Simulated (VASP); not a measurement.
# CsTl (Pm-3m) in VASP: a series of runs, part 2 of 3

VASP 6.6.1.

**3. Single point, PBE (53.76 Å³/atom)**

This run uses another cell than the first one, of 53.76 Å³/atom.

The input, INCAR:

```
  PREC = Accurate
  ENCUT = 520
  EDIFF = 1E-6
  ISMEAR = 0
  SIGMA = 0.1
  LREAL = False
  LASPH = True
  NELM = 80
  ALGO = Fast
  ISIF = 2
  LWAVE = False
  LCHARG = False
  GGA = PE
  NBANDS = 18
```

The input, KPOINTS:

```
regular mesh
0
Gamma
  12 12 12
```

The input, POSCAR:

```
CsTl
1.0
    4.7550630709      0.0000000000      0.0000000000
    0.0000000000      4.7550630709      0.0000000000
    0.0000000000      0.0000000000      4.7550630709
Cs Tl
1 1
Direct
    0.5000000000      0.5000000000      0.5000000000
    0.0000000000      0.0000000000      0.0000000000
```

Potentials or basis: VASP PAW PBE potentials, release 64 (Cs_sv, Tl_d).

Launch:

```sh
> cat potpaw_PBE.64/Cs_sv/POTCAR potpaw_PBE.64/Tl_d/POTCAR > POTCAR
> mpirun -np 1 vasp_std > vasp.out
```

OUTCAR:

```text
PREC = Accurate
   ENCUT = 520
   EDIFF = 1E-6
   ISMEAR = 0
   LREAL = False
   LASPH = True
   NELM = 80
   ISIF = 2
   GGA = PE

 ion  position               nearest neighbor table
   1  0.500  0.500  0.500-
   2  0.000  0.000  0.000-

  LATTYP: Found a simple cubic cell.
 ALAT       =     4.7550630709

  Lattice vectors:

 A1 = (   4.7550630709,   0.0000000000,   0.0000000000)
 A2 = (   0.0000000000,   4.7550630709,   0.0000000000)
 A3 = (   0.0000000000,   0.0000000000,   4.7550630709)

Analysis of symmetry for initial positions (statically):
=====================================================================
 Subroutine PRICEL returns:
 Original cell was already a primitive cell.

 Routine SETGRP: Setting up the symmetry group for a
 simple cubic supercell.

 Subroutine GETGRP returns: Found 48 space group operations
 (whereof 48 operations were pure point group operations)
 out of a pool of 48 trial point group operations.

The static configuration has the point symmetry O_h .

Analysis of symmetry for dynamics (positions and initial velocities):
=====================================================================
 Subroutine PRICEL returns:
 Original cell was already a primitive cell.

 Routine SETGRP: Setting up the symmetry group for a
 simple cubic supercell.

 Subroutine GETGRP returns: Found 48 space group operations
 (whereof 48 operations were pure point group operations)
 out of a pool of 48 trial point group operations.

The dynamic configuration has the point symmetry O_h .

 Subroutine INISYM returns: Found 48 space group operations
 (whereof 48 operations are pure point group operations),
 and found     1 'primitive' translations

----------------------------------------------------------------------------------------

                                     Primitive cell

  volume of cell :     107.5149

  direct lattice vectors                    reciprocal lattice vectors
     4.755063071  0.000000000  0.000000000     0.210302153  0.000000000  0.000000000
     0.000000000  4.755063071  0.000000000     0.000000000  0.210302153  0.000000000
     0.000000000  0.000000000  4.755063071     0.000000000  0.000000000  0.210302153

  length of vectors
     4.755063071  4.755063071  4.755063071     0.210302153  0.210302153  0.210302153

  position of ions in fractional coordinates (direct lattice)
     0.500000000  0.500000000  0.500000000
     0.000000000  0.000000000  0.000000000

  ion indices of the primitive-cell ions
   primitive index   ion index
                 1           1
                 2           2

----------------------------------------------------------------------------------------

 KPOINTS: regular mesh

Automatic generation of k-mesh.
 Grid dimensions read from file:
 generate k-points for:   12   12   12

 Generating k-lattice:

  Cartesian coordinates                     Fractional coordinates (reciprocal lattice)
     0.017525179  0.000000000  0.000000000     0.083333333  0.000000000  0.000000000
     0.000000000  0.017525179  0.000000000     0.000000000  0.083333333  0.000000000
     0.000000000  0.000000000  0.017525179     0.000000000  0.000000000  0.083333333

  Length of vectors
     0.017525179  0.017525179  0.017525179

  Shift w.r.t. Gamma in fractional coordinates (k-lattice)
     0.000000000  0.000000000  0.000000000

 Subroutine IBZKPT returns following result:
 ===========================================

 Found     84 irreducible k-points:

 Following reciprocal coordinates:
            Coordinates               Weight
  0.000000  0.000000  0.000000      1.000000
  0.083333  0.000000  0.000000      6.000000
  0.166667  0.000000  0.000000      6.000000
  0.250000  0.000000  0.000000      6.000000
  0.333333  0.000000  0.000000      6.000000
  0.416667  0.000000  0.000000      6.000000
[... 16 lines left out ...]
  0.333333  0.333333  0.000000     12.000000
  0.416667  0.333333  0.000000     24.000000
 [... further k-points ...]
   k-points           NKPTS =     84   k-points in BZ     NKDIM =     84   number of bands    NBANDS=     18
   number of dos      NEDOS =    301   number of ions     NIONS =      2
   total plane-waves  NPLWV =  46656
   dimension x,y,z NGX =    36 NGY =   36 NGZ =   36
   dimension x,y,z NGXF=    72 NGYF=   72 NGZF=   72
   ions per type =               1   1
   NGX,Y,Z   is equivalent  to a cutoff of  12.59, 12.59, 12.59 a.u.
   NGXF,Y,Z  is equivalent  to a cutoff of  25.17, 25.17, 25.17 a.u.
 SYSTEM =  unknown system
   PREC   = accura    normal or accurate (medium, high low for compatibility)
   ISTART =      0    job   : 0-new  1-cont  2-samecut
   ICHARG =      2    charge: 1-file 2-atom 10-const
   ISPIN  =      1    spin polarized calculation?
   LNONCOLLINEAR =      F non collinear calculations
   LSORBIT =      F    spin-orbit coupling
   LASPH  =      T    aspherical Exc in radial PAW
   ENCUT  =  520.0 eV  38.22 Ry    6.18 a.u.   8.84  8.84  8.84*2*pi/ulx,y,z
   NELM   =     80;   NELMIN=  2; NELMDL= -5     # of ELM steps
   EDIFF  = 0.1E-05   stopping-criterion for ELM
   LREAL  =      F    real-space projection
   EDIFFG = 0.1E-04   stopping-criterion for IOM
   NSW    =      0    number of steps for IOM
   IBRION =     -1    ionic relax: 0-MD 1-quasi-New 2-CG
   NFREE  =      0    steps in history (QN), initial steepest desc. (CG)
   ISIF   =      2    stress and relaxation
   ISYM   =      2    0-nonsym 1-usesym 2-fastsym
   POTIM  = 0.5000    time-step for ionic-motion
   TEBEG  =    0.0;   TEEND  =   0.0 temperature during run
   PSTRESS=    0.0 pullay stress
   NELECT =      22.0000    total number of electrons
   NUPDOWN=      -1.0000    fix difference up-down
   EMIN   =  10.00;   EMAX   =-10.00  energy-range for DOS
   EFERMI =   0.00;   METHOD = LEGACY
   ISMEAR =     0;   SIGMA  =   0.10  broadening in eV -4-tet -1-fermi 0-gaus
   EFERMI_NEDOS =   21; number of points for ismear=-14 and -15
   IALGO  =     68    algorithm
   IMIX   =      4    mixing-type and parameters
     AMIX     =   0.40;   BMIX     =  1.00
     AMIX_MAG =   1.60;   BMIX_MAG =  1.00
  volume/ion in A,a.u.               =      53.76       362.77
  Fermi-wavevector in a.u.,A,eV,Ry     =   0.964701  1.823021 12.662238  0.930648
  Thomas-Fermi vector in A             =   2.094355
   LORBIT       =      0    0 simple, 1 ext, 2 COOP (PROOUT), +10 PAW based schemes
   GGA     = PE    functional components
   LHFCALC =     F    Hartree Fock is set to
   AEXX    =    0.0000 exact exchange contribution
   IVDW    =     0    specifies the selected vdW correction
   LEPSILON=     F    determine dielectric tensor
   LRPA    =     F    only Hartree local field effects (RPA)
 non-spin polarized calculation
 RMM-DIIS sequential band-by-band and
 Gauss-broadening in eV      SIGMA  =   0.10
  energy-cutoff  :      520.00
  volume of cell :      107.51
 maximum number of plane-waves:      2945
 NGX is ok and might be reduce to    36
   NGX = 17   NGY = 17   NGZ = 17

 number of electron      21.9999999 magnetization

 Free energy of the ion-electron system (eV)
  ---------------------------------------------------
  ext. energy  EPLUGINS =         0.00000000
  ---------------------------------------------------
  free energy    TOTEN  =        -2.91549568 eV

  energy without entropy =       -2.90188872  energy(sigma->0) =       -2.90869220

 E-fermi :   2.2373     XC(G=0):  -7.5487

 val. band max:        2.2316062378   @ k =   0.3333   0.3333   0.2500
 cond. band min:       2.2381331017   @ k =   0.5000   0.4167   0.0000
 fundamental gap:      0.0065268639
 Fermi energy:         2.2373382747

 k-point     1 :       0.0000    0.0000    0.0000
  band No.  band energies     occupation
      1     -20.4414      2.00000
      2      -9.4793      2.00000
      3      -9.4793      2.00000
      4      -9.4629      2.00000
      5      -9.4629      2.00000
      6      -9.4629      2.00000
[... 10 lines left out ...]
     17       7.7465      0.00000
     18       7.7465      0.00000

 k-point     2 :       0.0833    0.0000    0.0000
  band No.  band energies     occupation
      1     -20.4404      2.00000
      2      -9.4792      2.00000
      3      -9.4774      2.00000
      4      -9.4641      2.00000
      5      -9.4641      2.00000
      6      -9.4628      2.00000
[... 10 lines left out ...]
     17       7.7615      0.00000
     18       7.7744      0.00000
[... 442 lines left out ...]
 k-point    24 :       0.4167    0.3333    0.0000
  band No.  band energies     occupation
      1     -20.4174      2.00000
      2      -9.4808      2.00000
      3      -9.4736      2.00000
      4      -9.4697      2.00000
      5      -9.4654      2.00000
      6      -9.4389      2.00000
[... 10 lines left out ...]
     17       7.2780      0.00000
     18       7.7599      0.00000

 [... further k-points ...]
[... 5 lines left out ...]
  --------------------------------------------------------------------------------------
  -------------------------------------------------------------------------------------
  Total       -0.2481218     -0.2481218     -0.2481218      0.0000000      0.0000000     -0.0000000
  in kB       -3.6974869     -3.6974869     -3.6974869      0.0000000      0.0000000     -0.0000000
  external PRESSURE =      -3.6974869 kB  Pullay stress =       0.0000000 kB

 VOLUME and BASIS-vectors are now :
 -----------------------------------------------------------------------------
  energy-cutoff  :      520.00
  volume of cell :      107.51
      direct lattice vectors                 reciprocal lattice vectors
     4.755063071  0.000000000  0.000000000     0.210302153  0.000000000  0.000000000
     0.000000000  4.755063071  0.000000000     0.000000000  0.210302153  0.000000000
     0.000000000  0.000000000  4.755063071     0.000000000  0.000000000  0.210302153

 POSITION                                       TOTAL-FORCE (eV/Angst)
 -----------------------------------------------------------------------------------
      2.37753      2.37753      2.37753         0.000000      0.000000      0.000000
      0.00000      0.00000      0.00000         0.000000      0.000000      0.000000
 -----------------------------------------------------------------------------------
    total drift:                                0.000000      0.000000      0.000000

  FREE ENERGIE OF THE ION-ELECTRON SYSTEM (eV)
  ---------------------------------------------------
  free  energy   TOTEN  =        -2.9154956843 eV

  energy  without entropy=       -2.9018887241  energy(sigma->0) =       -2.90869220
```

stdout:

```text
POSCAR found type information on POSCAR CsTl
 POSCAR found :  2 types and       2 ions
 scaLAPACK will be used
 LDA part: xc-table for (Slater+PW92), standard interpolation
 POSCAR, INCAR and KPOINTS ok, starting setup
 FFT: planning ... GRIDC
 FFT: planning ... GRID_SOFT
 FFT: planning ... GRID
 WAVECAR not read
 entering main loop
```

It took 2.1 min on 1 thread of Intel Xeon Platinum 8375C at 2.90GHz (Ice Lake), shared host; peak memory 0.32 GiB.

Results:

```yaml
Free_energy: -2.9155 eV
Pressure: -0.4 GPa
Band_gap_on_the_k_mesh: zero (bands 11 and 12 overlap by 2.57 eV)
```

Levels at points of the mesh, in eV from the Fermi level:
| k point | band 9 | band 10 | band 11 | band 12 | band 13 | band 14 |
| --- | --- | --- | --- | --- | --- | --- |
| (0.00, 0.00, 0.00) | -9.42 | -6.63 | 2.04 | 2.04 | 2.17 | 2.17 |
| (0.50, 0.00, 0.00) | -9.37 | -5.91 | -1.28 | 1.62 | 1.62 | 2.63 |
| (0.50, 0.50, 0.00) | -9.36 | -5.98 | 0.16 | 0.16 | 1.98 | 2.80 |
| (0.50, 0.50, 0.50) | -9.58 | -5.58 | -0.54 | -0.54 | -0.54 | 4.86 |

Caveat: spin-orbit coupling is left out, which moves the levels of the heavy elements.

**4. Single point, PBE (55.79 Å³/atom)**

This run uses another cell than the first one, of 55.79 Å³/atom.

The input, INCAR:

```
SYSTEM = CsTl
PREC = Accurate
ENCUT = 520
EDIFF = 1E-6
ISMEAR = 0
SIGMA = 0.1
LREAL = .False.
LASPH = .True.
NELM = 60
ALGO = Fast
ISIF = 2
LWAVE = .False.
LCHARG = .False.
GGA = PE
NBANDS = 18
```

The input, KPOINTS:

```
Automatic mesh
0
Gamma
  12 12 12
  0 0 0
```

The input, POSCAR:

```
CsTl
1.0
    4.8141382179      0.0000000000      0.0000000000
    0.0000000000      4.8141382179      0.0000000000
    0.0000000000      0.0000000000      4.8141382179
Cs Tl
1 1
Direct
    0.5000000000      0.5000000000      0.5000000000
    0.0000000000      0.0000000000      0.0000000000
```

Potentials or basis: VASP PAW PBE potentials, release 64 (Cs_sv, Tl_d).

Launch:

```sh
> cat potpaw_PBE.64/Cs_sv/POTCAR potpaw_PBE.64/Tl_d/POTCAR > POTCAR
> mpirun -np 1 vasp_std > vasp.out
```

OUTCAR:

```text
SYSTEM = CsTl
   PREC = Accurate
   ENCUT = 520
   EDIFF = 1E-6
   ISMEAR = 0
   LREAL = .False.
   LASPH = .True.
   NELM = 60
   ISIF = 2
   GGA = PE

 ion  position               nearest neighbor table
   1  0.500  0.500  0.500-
   2  0.000  0.000  0.000-

  LATTYP: Found a simple cubic cell.
 ALAT       =     4.8141382179

  Lattice vectors:

 A1 = (   4.8141382179,   0.0000000000,   0.0000000000)
 A2 = (   0.0000000000,   4.8141382179,   0.0000000000)
 A3 = (   0.0000000000,   0.0000000000,   4.8141382179)

Analysis of symmetry for initial positions (statically):
=====================================================================
 Subroutine PRICEL returns:
 Original cell was already a primitive cell.

 Routine SETGRP: Setting up the symmetry group for a
 simple cubic supercell.

 Subroutine GETGRP returns: Found 48 space group operations
 (whereof 48 operations were pure point group operations)
 out of a pool of 48 trial point group operations.

The static configuration has the point symmetry O_h .

Analysis of symmetry for dynamics (positions and initial velocities):
[... 154 lines left out ...]
  ---------------------------------------------------
  ext. energy  EPLUGINS =         0.00000000
  ---------------------------------------------------
  free energy    TOTEN  =        -2.90440179 eV

  energy without entropy =       -2.89107383  energy(sigma->0) =       -2.89773781

 E-fermi :   2.0699     XC(G=0):  -7.4090

 val. band max:        2.0579895224   @ k =   0.5000   0.5000   0.3333
 cond. band min:       2.0701296542   @ k =   0.3333   0.3333   0.2500
 fundamental gap:      0.0121401317
 Fermi energy:         2.0698805680

 k-point     1 :       0.0000    0.0000    0.0000
  band No.  band energies     occupation
      1     -20.6442      2.00000
      2      -9.6544      2.00000
      3      -9.6544      2.00000
      4      -9.6409      2.00000
      5      -9.6409      2.00000
      6      -9.6409      2.00000
[... 481 lines left out ...]
      5      -9.6421      2.00000
      6      -9.6189      2.00000
[... 10 lines left out ...]
     17       7.0009      0.00000
     18       7.4683      0.00000

 [... further k-points ...]
[... 5 lines left out ...]
  --------------------------------------------------------------------------------------
  -------------------------------------------------------------------------------------
  Total       -0.3853264     -0.3853264     -0.3853264      0.0000000      0.0000000     -0.0000000
  in kB       -5.5332934     -5.5332934     -5.5332934      0.0000000      0.0000000     -0.0000000
  external PRESSURE =      -5.5332934 kB  Pullay stress =       0.0000000 kB

 VOLUME and BASIS-vectors are now :
 -----------------------------------------------------------------------------
  energy-cutoff  :      520.00
  volume of cell :      111.57
      direct lattice vectors                 reciprocal lattice vectors
     4.814138218  0.000000000  0.000000000     0.207721498  0.000000000  0.000000000
     0.000000000  4.814138218  0.000000000     0.000000000  0.207721498  0.000000000
     0.000000000  0.000000000  4.814138218     0.000000000  0.000000000  0.207721498

 POSITION                                       TOTAL-FORCE (eV/Angst)
 -----------------------------------------------------------------------------------
      2.40707      2.40707      2.40707         0.000000      0.000000      0.000000
      0.00000      0.00000      0.00000         0.000000      0.000000      0.000000
 -----------------------------------------------------------------------------------
    total drift:                                0.000000      0.000000      0.000000

  FREE ENERGIE OF THE ION-ELECTRON SYSTEM (eV)
  ---------------------------------------------------
  free  energy   TOTEN  =        -2.9044017917 eV

  energy  without entropy=       -2.8910738324  energy(sigma->0) =       -2.89773781
```

OSZICAR:

```text
N       E                     dE             d eps       ncg     rms          rms(c)
DAV:   1     0.117655879761E+03    0.11766E+03   -0.96741E+03  3024   0.997E+02
DAV:   2     0.414836195362E+01   -0.11351E+03   -0.11120E+03  3566   0.206E+02
DAV:   3    -0.284530304693E+01   -0.69937E+01   -0.69666E+01  3334   0.439E+01
DAV:   4    -0.291934789039E+01   -0.74045E-01   -0.74018E-01  3822   0.528E+00
DAV:   5    -0.291988081491E+01   -0.53292E-03   -0.53291E-03  3546   0.460E-01    0.647E-01
RMM:   6    -0.290641738153E+01    0.13463E-01   -0.22423E-02  3171   0.884E-01    0.324E-01
RMM:   7    -0.290387613374E+01    0.25412E-02   -0.17135E-02  3488   0.780E-01    0.230E-01
RMM:   8    -0.290438560969E+01   -0.50948E-03   -0.26740E-03  3661   0.244E-01    0.481E-02
RMM:   9    -0.290440596494E+01   -0.20355E-04   -0.49247E-04  3999   0.124E-01    0.252E-02
RMM:  10    -0.290440118933E+01    0.47756E-05   -0.63027E-05  3822   0.462E-02    0.961E-03
RMM:  11    -0.290440458824E+01   -0.33989E-05   -0.24893E-05  3811   0.316E-02    0.122E-02
RMM:  12    -0.290440153735E+01    0.30509E-05   -0.91342E-06  3393   0.164E-02    0.138E-03
RMM:  13    -0.290440179166E+01   -0.25431E-06   -0.10668E-06  2485   0.500E-03
   1 F= -.29044018E+01 E0= -.28977378E+01  d E =-.133280E-01
```

stdout:

```text
POSCAR found type information on POSCAR CsTl
 POSCAR found :  2 types and       2 ions
 scaLAPACK will be used
 LDA part: xc-table for (Slater+PW92), standard interpolation
 POSCAR, INCAR and KPOINTS ok, starting setup
 FFT: planning ... GRIDC
 FFT: planning ... GRID_SOFT
 FFT: planning ... GRID
 WAVECAR not read
 entering main loop
```

Run time: 1.8 min. Hardware: 1 thread of Intel Xeon Platinum 8375C at 2.90GHz (Ice Lake), shared host; peak memory 0.32 GiB.

What came out:

```yaml
Free_energy: -2.9044 eV
Pressure: -0.6 GPa
Band_gap_on_the_k_mesh: zero (bands 11 and 12 overlap by 2.53 eV)
```

Caveat: spin-orbit coupling is left out, which moves the levels of the heavy elements.

[end of part 2 of 3]

The gap in the log of VASP goes by the Fermi energy; the results here count the filled bands.